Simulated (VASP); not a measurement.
# Ge4N in VASP: a series of runs, part 2 of 2

VASP 6.6.1. Earlier steps stand in the parts before.

### Step 7. Single point, PBE

INCAR

```
PREC = Accurate ; ENCUT = 520
EDIFF = 1E-7 ; ISMEAR = 0
SIGMA = 0.1 ; LREAL = False
LASPH = True ; NELM = 100
ALGO = Normal ; ISIF = 2
LWAVE = False ; LCHARG = False
LDIPOL = True ; IDIPOL = 3
DIPOL = 0.5 0.5 0.330 ; GGA = PE
NBANDS = 38
```

KPOINTS

```
regular mesh
0
Gamma
  7 7 1
```

POSCAR

```
Ge4N
1.0
    4.0740542166      0.0000000000      0.0000000000
    0.0000000000      4.0740542166      0.0000000000
    0.0000000000      0.0000000000     19.8557568530
Ge N
4 1
Direct
    0.0000000000      0.5000000000      0.2014529101
    0.0000000000      0.0000000000      0.2739958855
    0.5000000000      0.0000000000      0.3493666166
    0.5000000000      0.5000000000      0.4208228835
    0.8750000000      0.8750000000      0.4051077104
```

Potentials or basis: VASP PAW PBE potentials, release 64 (Ge_d, N).

Launch:

```bash
$ cat potpaw_PBE.64/Ge_d/POTCAR potpaw_PBE.64/N/POTCAR > POTCAR
$ mpirun -np 1 vasp_std > vasp.out
```

OUTCAR:

```text
PREC = Accurate
   ENCUT = 520
   EDIFF = 1E-7
   ISMEAR = 0
   LREAL = False
   LASPH = True
   NELM = 100
   ISIF = 2
   GGA = PE

 ion  position               nearest neighbor table
   1  0.000  0.500  0.201-   2 2.49   2 2.49
   2  0.000  0.000  0.274-   1 2.49   1 2.49   3 2.53   3 2.53
   3  0.500  0.000  0.349-   5 1.95   4 2.48   4 2.48   2 2.53   2 2.53
   4  0.500  0.500  0.421-   5 2.18   3 2.48   3 2.48
   5  0.875  0.875  0.405-   3 1.95   4 2.18

  LATTYP: Found a simple tetragonal cell.
 ALAT       =     4.0740542166
 C/A-ratio  =     4.8737095280

  Lattice vectors:

 A1 = (   4.0740542166,   0.0000000000,   0.0000000000)
 A2 = (   0.0000000000,   4.0740542166,   0.0000000000)
 A3 = (   0.0000000000,   0.0000000000,  19.8557568530)

Analysis of symmetry for initial positions (statically):
=====================================================================
 Subroutine PRICEL returns:
 Original cell was already a primitive cell.

 Routine SETGRP: Setting up the symmetry group for a
 simple tetragonal supercell.

 Subroutine GETGRP returns: Found  1 space group operations
 (whereof  1 operations were pure point group operations)
 out of a pool of 16 trial point group operations.

The static configuration has the point symmetry C_1 .

Analysis of symmetry for dynamics (positions and initial velocities):
=====================================================================
 Subroutine PRICEL returns:
 Original cell was already a primitive cell.

 Routine SETGRP: Setting up the symmetry group for a
 simple tetragonal supercell.

 Subroutine GETGRP returns: Found  1 space group operations
 (whereof  1 operations were pure point group operations)
 out of a pool of 16 trial point group operations.

The dynamic configuration has the point symmetry C_1 .

 Subroutine INISYM returns: Found  1 space group operations
 (whereof  1 operations are pure point group operations),
 and found     1 'primitive' translations

[... 128 lines left out ...]
   LEPSILON=     F    determine dielectric tensor
   LRPA    =     F    only Hartree local field effects (RPA)
 non-spin polarized calculation
 Gauss-broadening in eV      SIGMA  =   0.10
  energy-cutoff  :      520.00
  volume of cell :      329.56
 maximum number of plane-waves:      8917
   NGX = 15   NGY = 15   NGZ = 73

 dipolmoment           0.000000      0.000000     -0.048047 electrons x Angstroem

 number of electron      60.9999943 magnetization

 dipolmoment           0.000000      0.000000      0.016683 electrons x Angstroem

 Free energy of the ion-electron system (eV)
  ---------------------------------------------------
  ext. energy  EPLUGINS =         0.00000000
  ---------------------------------------------------
  free energy    TOTEN  =       -21.26725820 eV

  energy without entropy =      -21.25576912  energy(sigma->0) =      -21.26151366

 E-fermi :  -1.9759     XC(G=0):  -3.8605

 val. band max:       -2.0082820363   @ k =  -0.2857   0.2857   0.0000
 cond. band min:      -1.9460938731   @ k =   0.4286   0.1429   0.0000
 fundamental gap:      0.0621881632
 Fermi energy:        -1.9759031739

 k-point     1 :       0.0000    0.0000    0.0000
  band No.  band energies     occupation
      1     -26.7296      2.00000
      2     -26.6706      2.00000
      3     -26.6592      2.00000
      4     -26.6448      2.00000
      5     -26.6248      2.00000
      6     -26.5706      2.00000
[... 973 lines left out ...]
     37       2.8085      0.00000
     38       3.4234      0.00000

 [... further k-points ...]

------------------------ aborting loop because EDIFF is reached ----------------------------------------

 vacuum level on the upper side and lower side of the slab       (xc-potential included)         0.039        -0.171

  FORCE on cell =-STRESS in cart. coord.  units (eV):
  Direction    XX          YY          ZZ          XY          YZ          ZX
  --------------------------------------------------------------------------------------
  -------------------------------------------------------------------------------------
  Total       -3.6425422     -0.0028638      1.8461331     -1.2766464     -0.0544537      0.1927408
  in kB      -17.7082284     -0.0139224      8.9749808     -6.2064198     -0.2647266      0.9370098
  external PRESSURE =      -2.9157233 kB  Pullay stress =       0.0000000 kB

 VOLUME and BASIS-vectors are now :
 -----------------------------------------------------------------------------
  energy-cutoff  :      520.00
  volume of cell :      329.56
      direct lattice vectors                 reciprocal lattice vectors
     4.074054217  0.000000000  0.000000000     0.245455742  0.000000000  0.000000000
     0.000000000  4.074054217  0.000000000     0.000000000  0.245455742  0.000000000
     0.000000000  0.000000000 19.855756853     0.000000000  0.000000000  0.050363228

 POSITION                                       TOTAL-FORCE (eV/Angst)
 -----------------------------------------------------------------------------------
      0.00000      2.03703      4.00000        -0.138768      0.095075      0.145977
      0.00000      0.00000      5.44040         0.091881     -0.154161     -0.492259
      2.03703      0.00000      6.93694         0.389888      0.355588     -0.767186
      2.03703      2.03703      8.35576         0.970164      1.032296      1.110913
      3.56480      3.56480      8.04372        -1.313165     -1.328799      0.002556
 -----------------------------------------------------------------------------------
    total drift:                               -0.000036     -0.000011      0.003382

  FREE ENERGIE OF THE ION-ELECTRON SYSTEM (eV)
  ---------------------------------------------------
  free  energy   TOTEN  =       -21.2672582009 eV

  energy  without entropy=      -21.2557691174  energy(sigma->0) =      -21.26151366

 vacuum level on the upper side and lower side of the slab         2.828         2.617
```

OSZICAR:

```text
N       E                     dE             d eps       ncg     rms          rms(c)
DAV:   1     0.551613827620E+03    0.55161E+03   -0.31519E+04  2322   0.249E+03
DAV:   2     0.729610544096E+02   -0.47865E+03   -0.46535E+03  2166   0.633E+02
DAV:   3    -0.173134851853E+02   -0.90275E+02   -0.88747E+02  2736   0.194E+02
[... 19 lines left out ...]
DAV:  23    -0.212672562869E+02   -0.60788E-05   -0.45497E-07  1592   0.747E-03    0.287E-04
DAV:  24    -0.212672573018E+02   -0.10149E-05   -0.72235E-08  1602   0.955E-03    0.131E-04
DAV:  25    -0.212672580227E+02   -0.72089E-06   -0.61102E-08  1450   0.265E-03    0.739E-05
DAV:  26    -0.212672581353E+02   -0.11262E-06   -0.12317E-08  1424   0.203E-03    0.601E-05
DAV:  27    -0.212672582009E+02   -0.65549E-07   -0.54365E-09  1348   0.208E-03
   1 F= -.21267258E+02 E0= -.21261514E+02  d E =-.114891E-01
```

stdout:

```text
POSCAR found type information on POSCAR GeN
 POSCAR found :  2 types and       5 ions
 scaLAPACK will be used
 LDA part: xc-table for (Slater+PW92), standard interpolation
 POSCAR, INCAR and KPOINTS ok, starting setup
 FFT: planning ... GRIDC
 FFT: planning ... GRID_SOFT
 FFT: planning ... GRID
 WAVECAR not read
 entering main loop
```

Run time: 8.8 min. Hardware: 1 thread of Intel Xeon Platinum 8259CL at 2.50GHz (Skylake/Cascade Lake), shared host; peak memory 0.51 GiB.

What came out:

| Quantity | Value |
| --- | --- |
| Free energy | -21.2673 eV |
| Largest force | 1.868 eV/Å |
| Band gap on the k mesh | zero (an odd number of electrons rules out a gap without spin polarisation) |

Forces in eV/Å, atoms in the order of the input:
```
Ge  -0.139  0.095  0.146
Ge   0.092 -0.154 -0.492
Ge   0.390  0.356 -0.767
Ge   0.970  1.032  1.111
N   -1.313 -1.329  0.003
```

### Step 8. Overview

| task | cell | atoms held fixed (from 0) | gap on the mesh (eV) | largest force (eV/Å) |
| --- | --- | --- | --- | --- |
| relaxation of the atoms | atoms relaxed, atomic positions A | [0, 1, 2, 3, 4] | none | - |
| single point | as given, atomic positions B | - | none | 1.39 |
| single point | as given, atomic positions C | - | none | 1.19 |
| single point | as given, atomic positions D | - | none | 0.71 |
| single point | as given, atomic positions E | - | none | 0.96 |
| single point | as given, atomic positions F | - | none | 1.87 |

Alike in all rows: level PBE; potentials or basis VASP PAW PBE potentials, release 64 (Ge_d, N); no spin polarisation; k mesh 7 × 7 × 1; cutoff (eV) 520; smearing gaussian 0.1 eV.

Total energies depend on the potentials used, so only differences within one code and one set of settings carry meaning.
